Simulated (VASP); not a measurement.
Runs of VASP 6.6.1 on BIr3Pd. The structure is that of space group Pm-3m (No. 221), or close to it. The cells are those of the table. 

```tsv
task	potentials or basis	cell	k mesh	cutoff (eV)	second run	gap on the mesh (eV)	pressure (GPa)	relaxed volume (Å³/atom)
relaxation of cell and atoms	VASP PAW PBE potentials, release 64 (B, Pd, Ir)	relaxed from a = 3.996 Å, 5 atoms	4 × 4 × 4	600	-	none	-0.3	(a)
single point	VASP PAW PBE potentials, release 64 (B, Pd, Ir)	a = 4.104 Å, 5 atoms	10 × 10 × 10	520	-	none	0.8	-
single point	VASP PAW PBE potentials, release 64 (B, Pd, Ir)	a = 4.104 Å, 5 atoms	4 × 4 × 4	520	-	none	1.0	-
single point	VASP PAW PBE potentials, release 64 (B, Pd, Ir)	a = 3.996 Å, 5 atoms	4 × 4 × 4	520	-	none	(b)	-
relaxation of cell and atoms	VASP PAW PBE potentials, release 64 (B, Pd_sv_GW, Ir_sv_GW)	relaxed from a = 3.996 Å, 5 atoms	4 × 4 × 4	540	valence_matched	none	-0.2	13.71
```

Alike in all rows: level PBE; no spin polarisation; smearing gaussian 0.1 eV.

Task: Fill in the values left out.

Result: (a) 13.90; (b) 26.1.

Caveats: some runs use coarse meshes; spin-orbit coupling is left out, which moves the levels of the heavy elements.

A k mesh can miss the band edges, and the runs leave out spin-orbit coupling on Ir, Pd.

A gap of «none» marks levels without a gap at the run's occupations.

The runs don't all hold the same shells in valence.
